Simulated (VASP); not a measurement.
Write the native input for VASP 6.6.1 that does the following.

```yaml
Task: single point
Functional: RPBE
Potentials_or_basis: VASP PAW PBE potentials, release 64 (Cu, O)
Cutoff: 520 eV
k_mesh: 10 × 10 × 5
Occupations: fermi-dirac, width 0.05 eV
Spin: no spin polarisation
Dipole_correction: no
Further_INCAR_settings: ALGO = Normal; EDIFF = 1e-06; NBANDS = 25
```

The structure of CuO lies in POSCAR:

```
CuO
1.0
    2.3755039530     -1.7359471401      0.0000000000
    2.3755039530      1.7359471401      0.0000000000
   -0.8718742338      0.0000000000      5.1260186872
Cu O
2 2
Direct
    0.0032000000      0.4968000000      0.0000000000
    0.4968000000      0.0032000000      0.5000000000
    0.5714000000      0.4056000000      0.2537000000
    0.4056000000      0.5714000000      0.7537000000
```

One way to write it, as run:

INCAR

```
  ALGO = Normal
  EDIFF = 1E-6
  ENCUT = 520
  GGA = RP
  ISIF = 2
  ISMEAR = -1
  LASPH = T
  LCHARG = F
  LREAL = F
  LWAVE = F
  NBANDS = 25
  NELM = 80
  PREC = Accurate
  SIGMA = 0.05
```

KPOINTS

```
k-points
0
Gamma
  10 10 5
```

Potentials or basis: VASP PAW PBE potentials, release 64 (Cu, O).

Run with:

```console
$ cat potpaw_PBE.64/Cu/POTCAR potpaw_PBE.64/O/POTCAR > POTCAR
$ mpirun -np 1 vasp_std > vasp.out
```

It gave:

```
Pressure               : 5.0 GPa
Largest force          : 0.697 eV/Å
Band gap on the k mesh : zero (band 17 reaches 5.61 eV, above the bottom of band 18 at 5.01 eV)
```

Caveat: the PAW data sets were made with another functional, which shifts forces and pressure a little; semilocal functionals often make such compounds metallic where correlation or magnetic order opens a gap, which also shifts bond lengths.

Run time: 47 s on 1 thread of Intel(R) Xeon(R) 6975P-C (Granite Rapids), on a shared host, peak memory 0.24 GiB.
